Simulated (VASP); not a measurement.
A run of VASP 6.6.1 is set up as follows.

File POSCAR:

```
SrO
1.0
    0.0000000000      2.5798923266      2.4449639579
    2.5798923266      0.0000000000      2.4449639579
    2.5798923266      2.5798923266      0.0000000000
Sr O
1 1
Direct
    0.0000000000      0.0000000000      0.0000000000
    0.5000000000      0.5000000000      0.5000000000
```

The input INCAR.step1:

```
SYSTEM = SrO
ALGO = Normal
EDIFF = 1E-4
ENCUT = 520
GGA = PE
ISMEAR = 0
LASPH = .TRUE.
LCHARG = .FALSE.
LREAL = .FALSE.
LWAVE = .TRUE.
NBANDS = 15
NELM = 100
PREC = Accurate
SIGMA = 0.01
```

File INCAR.step2:

```
SYSTEM = SrO
ALGO = Normal
EDIFF = 1E-6
ENCUT = 520
ISIF = 2
ISMEAR = 0
ISTART = 1
LASPH = .TRUE.
LCHARG = .FALSE.
LMIXTAU = .TRUE.
LREAL = .FALSE.
LWAVE = .FALSE.
METAGGA = R2SCAN
NBANDS = 15
NELM = 100
PREC = Accurate
SIGMA = 0.01
```

Contents of KPOINTS:

```
k-points
0
G
  8 8 8
  0 0 0
```

Potentials or basis: VASP PAW PBE potentials, release 64 (Sr_sv, O).

Command:

```console
$ cat potpaw_PBE.64/Sr_sv/POTCAR potpaw_PBE.64/O/POTCAR > POTCAR
$ cp INCAR.step1 INCAR
$ mpirun -np 1 vasp_std > vasp.out
$ cp INCAR.step2 INCAR
$ mpirun -np 1 vasp_std > vasp.out
```

What does it give for the pressure?

7.1 GPa.

What does it give for the band gap on the k mesh?

3.40 eV, indirect (least direct gap 3.65 eV).

Stress tensor (GPa, compression positive):
```
 3.41  0.00  0.00
 0.00  3.41  0.00
 0.00  0.00 14.54
```

Caveat: the cell differs from its parent crystal (uniaxial z strain -5.2%); the PAW data sets were made with another functional, which shifts forces and pressure a little. A k mesh can miss the band edges.
